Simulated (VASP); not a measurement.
# Al3CoNi2 (P4/mmm) in VASP: a series of runs

The runs below take Al3CoNi2 through single point, relaxation of cell and atoms, with PBE.

All numbers are computed with VASP 6.6.1; they aren't measurements. Logs are shortened: lines on timing, memory, paths and dates and some standing lists are left out, and cuts for length are marked.

## Step 1: The cell of the first run

The structure is tetragonal, space group P4/mmm (No. 123). Conventional cell: a = 2.848 Å, b = 2.848 Å, c = 8.849 Å, α = 90.00°, β = 90.00°, γ = 90.00°. Al (site symmetry 4mm) has 4 Co at 2.47 Å and 4 Ni at 2.50 Å and 6 Al at 2.85 to 2.99 Å within 3.3 Å. Within 3.3 Å of Al (site symmetry 4/mmm) lie 8 Ni at 2.51 Å and 6 Al at 2.85 to 2.99 Å. Within 3.3 Å of Co (site symmetry 4/mmm) lie 8 Al at 2.47 Å and 4 Co at 2.85 Å and 2 Ni at 2.92 Å. Within 3.3 Å of Ni (site symmetry 4mm) lie 8 Al at 2.50 to 2.51 Å and 5 Ni at 2.85 to 3.01 Å and 1 Co at 2.92 Å.

## Step 2: Single point, PBE, collinear spin, ferrimagnetic start

INCAR

```
PREC = Accurate
ENCUT = 600
EDIFF = 1E-6
ISMEAR = 0
SIGMA = 0.1
LREAL = F
LASPH = T
NELM = 200
ALGO = Normal
ISIF = 2
LWAVE = F
LCHARG = T
ISPIN = 2
MAGMOM = 0 0 0 3 -2 -2
LORBIT = 11
LMAXMIX = 4
GGA = PE
LELF = T
LVHAR = T
NBANDS = 32
GGA_COMPAT = F
```

KPOINTS

```
Automatic mesh
0
Gamma
  6 6 2
```

POSCAR

```
Al3CoNi2
1.0
    2.8480821008      0.0000000000      0.0000000000
    0.0000000000      2.8480821008      0.0000000000
    0.0000000000      0.0000000000      8.8485102711
Al Co Ni
3 1 2
Direct
    0.0000000000      0.0000000000      0.6621387674
    0.0000000000      0.0000000000      0.0000000000
    0.0000000000      0.0000000000      0.3378612326
    0.5000000000      0.5000000000      0.5000000000
    0.5000000000      0.5000000000      0.8301327577
    0.5000000000      0.5000000000      0.1698672423
```

Potentials or basis: VASP PAW PBE potentials, release 64 (Al, Co, Ni).

Run with:

```console
$ cat potpaw_PBE.64/Al/POTCAR potpaw_PBE.64/Co/POTCAR potpaw_PBE.64/Ni/POTCAR > POTCAR
$ mpirun -np 1 vasp_std > vasp.out
```

OUTCAR:

```text
PREC = Accurate
   ENCUT = 600
   EDIFF = 1E-6
   ISMEAR = 0
   LREAL = F
   LASPH = T
   NELM = 200
   ISIF = 2
   ISPIN = 2
   LORBIT = 11
   GGA = PE

 ion  position               nearest neighbor table
   1  0.000  0.000  0.662-   4 2.47   4 2.47   4 2.47   4 2.47   5 2.50   5 2.50   5 2.50   5 2.50
                             3 2.87   2 2.99
   2  0.000  0.000  0.000-   5 2.51   6 2.51   5 2.51   6 2.51   5 2.51   6 2.51   5 2.51   6 2.51
                             1 2.99   3 2.99
   3  0.000  0.000  0.338-   4 2.47   4 2.47   4 2.47   4 2.47   6 2.50   6 2.50   6 2.50   6 2.50
                             1 2.87   2 2.99
   4  0.500  0.500  0.500-   1 2.47   3 2.47   1 2.47   3 2.47   1 2.47   3 2.47   1 2.47   3 2.47
                             5 2.92   6 2.92
   5  0.500  0.500  0.830-   1 2.50   1 2.50   1 2.50   1 2.50   2 2.51   2 2.51   2 2.51   2 2.51
                             4 2.92   6 3.01
   6  0.500  0.500  0.170-   3 2.50   3 2.50   3 2.50   3 2.50   2 2.51   2 2.51   2 2.51   2 2.51
                             4 2.92   5 3.01

  LATTYP: Found a simple tetragonal cell.
 ALAT       =     2.8480821008
 C/A-ratio  =     3.1068311790

  Lattice vectors:

 A1 = (   2.8480821008,   0.0000000000,   0.0000000000)
 A2 = (   0.0000000000,   2.8480821008,   0.0000000000)
 A3 = (   0.0000000000,   0.0000000000,   8.8485102711)

Analysis of symmetry for initial positions (statically):
=====================================================================
 Subroutine PRICEL returns:
 Original cell was already a primitive cell.

 Routine SETGRP: Setting up the symmetry group for a
 simple tetragonal supercell.

 Subroutine GETGRP returns: Found 16 space group operations
 (whereof 16 operations were pure point group operations)
 out of a pool of 16 trial point group operations.

The static configuration has the point symmetry D_4h.

Analysis of symmetry for dynamics (positions and initial velocities):
=====================================================================
 Subroutine PRICEL returns:
 Original cell was already a primitive cell.

 Routine SETGRP: Setting up the symmetry group for a
 simple tetragonal supercell.

 Subroutine GETGRP returns: Found 16 space group operations
 (whereof 16 operations were pure point group operations)
 out of a pool of 16 trial point group operations.

The dynamic configuration has the point symmetry D_4h.

Analysis of structural, dynamic, and magnetic symmetry:
=====================================================================
 Subroutine PRICEL returns:
 Original cell was already a primitive cell.

 Routine SETGRP: Setting up the symmetry group for a
 simple tetragonal supercell.

 Subroutine GETGRP returns: Found 16 space group operations
 (whereof 16 operations were pure point group operations)
 out of a pool of 16 trial point group operations.

The overall configuration has the point symmetry D_4h.

 Subroutine INISYM returns: Found 16 space group operations
 (whereof 16 operations are pure point group operations),
 and found     1 'primitive' translations

----------------------------------------------------------------------------------------

                                     Primitive cell

  volume of cell :      71.7753

  direct lattice vectors                    reciprocal lattice vectors
     2.848082101  0.000000000  0.000000000     0.351113474  0.000000000  0.000000000
     0.000000000  2.848082101  0.000000000     0.000000000  0.351113474  0.000000000
     0.000000000  0.000000000  8.848510271     0.000000000  0.000000000  0.113013374

  length of vectors
     2.848082101  2.848082101  8.848510271     0.351113474  0.351113474  0.113013374

  position of ions in fractional coordinates (direct lattice)
     0.000000000  0.000000000  0.662138767
     0.000000000  0.000000000  0.000000000
     0.000000000  0.000000000  0.337861233
     0.500000000  0.500000000  0.500000000
     0.500000000  0.500000000  0.830132758
     0.500000000  0.500000000  0.169867242

[... 40 lines left out ...]
  0.500000  0.000000  0.000000      2.000000
  0.166667  0.166667  0.000000      4.000000
  0.333333  0.166667  0.000000      8.000000
[... 12 lines left out ...]
  0.500000  0.333333  0.500000      4.000000
  0.500000  0.500000  0.500000      1.000000
   k-points           NKPTS =     20   k-points in BZ     NKDIM =     20   number of bands    NBANDS=     32
   number of dos      NEDOS =    301   number of ions     NIONS =      6
   total plane-waves  NPLWV =  41472
   dimension x,y,z NGX =    24 NGY =   24 NGZ =   72
   dimension x,y,z NGXF=    48 NGYF=   48 NGZF=  144
   ions per type =               3   1   2
   NGX,Y,Z   is equivalent  to a cutoff of  14.01, 14.01, 13.53 a.u.
   NGXF,Y,Z  is equivalent  to a cutoff of  28.02, 28.02, 27.05 a.u.
 SYSTEM =  unknown system
   PREC   = accura    normal or accurate (medium, high low for compatibility)
   ISTART =      0    job   : 0-new  1-cont  2-samecut
   ICHARG =      2    charge: 1-file 2-atom 10-const
   ISPIN  =      2    spin polarized calculation?
   LNONCOLLINEAR =      F non collinear calculations
   LSORBIT =      F    spin-orbit coupling
   LASPH  =      T    aspherical Exc in radial PAW
   ENCUT  =  600.0 eV  44.10 Ry    6.64 a.u.   5.69  5.69 17.67*2*pi/ulx,y,z
   NELM   =    200;   NELMIN=  2; NELMDL= -5     # of ELM steps
   EDIFF  = 0.1E-05   stopping-criterion for ELM
   LREAL  =      F    real-space projection
   EDIFFG = 0.1E-04   stopping-criterion for IOM
   NSW    =      0    number of steps for IOM
   IBRION =     -1    ionic relax: 0-MD 1-quasi-New 2-CG
   NFREE  =      0    steps in history (QN), initial steepest desc. (CG)
   ISIF   =      2    stress and relaxation
   ISYM   =      2    0-nonsym 1-usesym 2-fastsym
   POTIM  = 0.5000    time-step for ionic-motion
   TEBEG  =    0.0;   TEEND  =   0.0 temperature during run
   PSTRESS=    0.0 pullay stress
   NELECT =      38.0000    total number of electrons
   NUPDOWN=      -1.0000    fix difference up-down
   EMIN   =  10.00;   EMAX   =-10.00  energy-range for DOS
   EFERMI =   0.00;   METHOD = LEGACY
   ISMEAR =     0;   SIGMA  =   0.10  broadening in eV -4-tet -1-fermi 0-gaus
   EFERMI_NEDOS =   21; number of points for ismear=-14 and -15
   IALGO  =     38    algorithm
   IMIX   =      4    mixing-type and parameters
     AMIX     =   0.40;   BMIX     =  1.00
     AMIX_MAG =   1.60;   BMIX_MAG =  1.00
  volume/ion in A,a.u.               =      11.96        80.73
  Fermi-wavevector in a.u.,A,eV,Ry     =   1.324375  2.502706 23.864199  1.753969
  Thomas-Fermi vector in A             =   2.453914
   LORBIT       =     11    0 simple, 1 ext, 2 COOP (PROOUT), +10 PAW based schemes
   GGA     = PE    functional components
   LHFCALC =     F    Hartree Fock is set to
   AEXX    =    0.0000 exact exchange contribution
   IVDW    =     0    specifies the selected vdW correction
   LEPSILON=     F    determine dielectric tensor
   LRPA    =     F    only Hartree local field effects (RPA)
 spin polarized calculation
 Gauss-broadening in eV      SIGMA  =   0.10
  energy-cutoff  :      600.00
  volume of cell :       71.78
 maximum number of plane-waves:      2417
 NGX is ok and might be reduce to    24
   NGX = 11   NGY = 11   NGZ = 35

 number of electron      38.0000004 magnetization      -0.0000219

 number of electron      38.0000004 magnetization       0.0001062

 Free energy of the ion-electron system (eV)
  ---------------------------------------------------
  ext. energy  EPLUGINS =         0.00000000
  ---------------------------------------------------
  free energy    TOTEN  =       -32.99610874 eV

  energy without entropy =      -32.98030860  energy(sigma->0) =      -32.98820867

 E-fermi :  10.0802     XC(G=0): -12.0653

 val. band max:       10.0737324303   @ k =   0.5000   0.3333   0.5000
 cond. band min:      10.1108000860   @ k =   0.5000   0.0000   0.5000
 fundamental gap:      0.0370676557
 Fermi energy:        10.0802313962

 spin component 1

 k-point     1 :       0.0000    0.0000    0.0000
  band No.  band energies     occupation
      1      -0.9823      1.00000
      2       0.9195      1.00000
      3       0.9285      1.00000
      4       5.5567      1.00000
      5       5.6017      1.00000
      6       6.9006      1.00000
[... 669 lines left out ...]
     30      15.0275      0.00000
     31      18.1122      0.00000
 Fermi energy:        10.0802313962

 spin component 2

 k-point     1 :       0.0000    0.0000    0.0000
  band No.  band energies     occupation
      1      -0.9824      1.00000
      2       0.9194      1.00000
      3       0.9284      1.00000
      4       5.5567      1.00000
      5       5.6017      1.00000
      6       6.9008      1.00000
[... 669 lines left out ...]
     30      15.0275      0.00000
     31      18.1123      0.00000
 [bands above 31 left out]

------------------------ aborting loop because EDIFF is reached ----------------------------------------

  FORCE on cell =-STRESS in cart. coord.  units (eV):
  Direction    XX          YY          ZZ          XY          YZ          ZX
  --------------------------------------------------------------------------------------
  -------------------------------------------------------------------------------------
  Total       -0.1618297     -0.1618297      0.0718189      0.0000000      0.0000000      0.0000000
  in kB       -3.6123812     -3.6123812      1.6031501      0.0000000      0.0000000      0.0000000
  external PRESSURE =      -1.8738708 kB  Pullay stress =       0.0000000 kB

 VOLUME and BASIS-vectors are now :
 -----------------------------------------------------------------------------
  energy-cutoff  :      600.00
  volume of cell :       71.78
      direct lattice vectors                 reciprocal lattice vectors
     2.848082101  0.000000000  0.000000000     0.351113474  0.000000000  0.000000000
     0.000000000  2.848082101  0.000000000     0.000000000  0.351113474  0.000000000
     0.000000000  0.000000000  8.848510271     0.000000000  0.000000000  0.113013374

 POSITION                                       TOTAL-FORCE (eV/Angst)
 -----------------------------------------------------------------------------------
      0.00000      0.00000      5.85894        -0.000000      0.000000      0.058910
      0.00000      0.00000      0.00000        -0.000000      0.000000      0.000000
      0.00000      0.00000      2.98957        -0.000000      0.000000     -0.058910
      1.42404      1.42404      4.42426        -0.000000      0.000000      0.000000
      1.42404      1.42404      7.34544        -0.000000     -0.000000     -0.018904
      1.42404      1.42404      1.50307         0.000000     -0.000000      0.018904
 -----------------------------------------------------------------------------------
    total drift:                                0.000000     -0.000000      0.000000

  FREE ENERGIE OF THE ION-ELECTRON SYSTEM (eV)
  ---------------------------------------------------
  free  energy   TOTEN  =       -32.9961087431 eV

  energy  without entropy=      -32.9803086001  energy(sigma->0) =      -32.98820867

 total charge

# of ion       s       p       d       tot
------------------------------------------
    1        0.390   0.416   0.000   0.806
    2        0.382   0.406   0.000   0.788
    3        0.390   0.416   0.000   0.806
    4        0.433   0.504   7.501   8.438
    5        0.471   0.506   8.462   9.439
    6        0.471   0.506   8.462   9.439
--------------------------------------------------
tot          2.536   2.754  24.426  29.716

 magnetization (x)

# of ion       s       p       d       tot
------------------------------------------
    1        0.000   0.000   0.000   0.000
    2       -0.000  -0.000   0.000  -0.000
    3        0.000   0.000   0.000   0.000
    4       -0.000   0.000  -0.000  -0.000
    5       -0.000  -0.000   0.000   0.000
    6       -0.000  -0.000   0.000   0.000
--------------------------------------------------
tot          0.000  -0.000  -0.000  -0.000
```

Wall time 2.9 min (1 thread of Oxide Virtual Turin-like, shared host); peak memory 0.25 GiB.

What came out:

* Free energy: -32.9961 eV
* Pressure: -0.2 GPa
* Largest force: 0.059 eV/Å
* Band gap on the k mesh: zero (filled and empty bands overlap)
* Net moment: 0.00 μB per cell
* Valence electrons inside the program's atomic spheres: Al 0.81, 0.79 (each value once); Co 8.44; Ni 9.44

Forces on the atoms (eV/Å):
```
Al   0.000  0.000  0.059
Al   0.000  0.000  0.000
Al   0.000  0.000 -0.059
Co   0.000  0.000  0.000
Ni   0.000  0.000 -0.019
Ni   0.000  0.000  0.019
```

Caveat: the k points lie up to 0.37 Å⁻¹ apart, too coarse for converged energies and pressures of a metal; the moments typed at the start vanished in this run.

[end of part 1 of 2]

The gap in the log of VASP goes by the Fermi energy; the results here count the filled bands.